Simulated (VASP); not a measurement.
Here is a VASP 6.6.1 calculation.

Contents of INCAR:

```
SYSTEM = AlRu
ALGO     = Fast           ! electronic algorithm
EDIFF    = 1E-7           ! SCF threshold, eV
ENCUT    = 520            ! plane-wave cutoff, eV
GGA      = PE             ! functional
ISIF     = 2              ! what is computed and relaxed
ISMEAR   = 0              ! smearing method
LASPH    = .TRUE.         ! aspherical terms in the spheres
LCHARG   = .FALSE.        ! write CHGCAR
LREAL    = .FALSE.        ! projectors in reciprocal space
LWAVE    = .FALSE.        ! write WAVECAR
NBANDS   = 16             ! bands
NELM     = 100            ! most SCF steps
PREC     = Accurate       ! precision mode
SIGMA    = 0.1            ! smearing width, eV
```

The input KPOINTS:

```
k-points
0
G
  14 14 14
  0 0 0
```

The input POSCAR:

```
AlRu
1.0
    3.0040846979      0.0000000000      0.0000000000
    0.0000000000      3.0040846979      0.0000000000
    0.0000000000      0.0000000000      3.0040846979
Al Ru
1 1
Direct
    0.0000000000      0.0000000000      0.0000000000
    0.5000000000      0.5000000000      0.5000000000
```

Potentials or basis: VASP PAW PBE potentials, release 64 (Al, Ru_pv).

Run with:

```console
$ cat potpaw_PBE.64/Al/POTCAR potpaw_PBE.64/Ru_pv/POTCAR > POTCAR
$ mpirun -np 1 vasp_std > vasp.out
```

Q: Estimate the pressure.

A: -0.1 GPa.
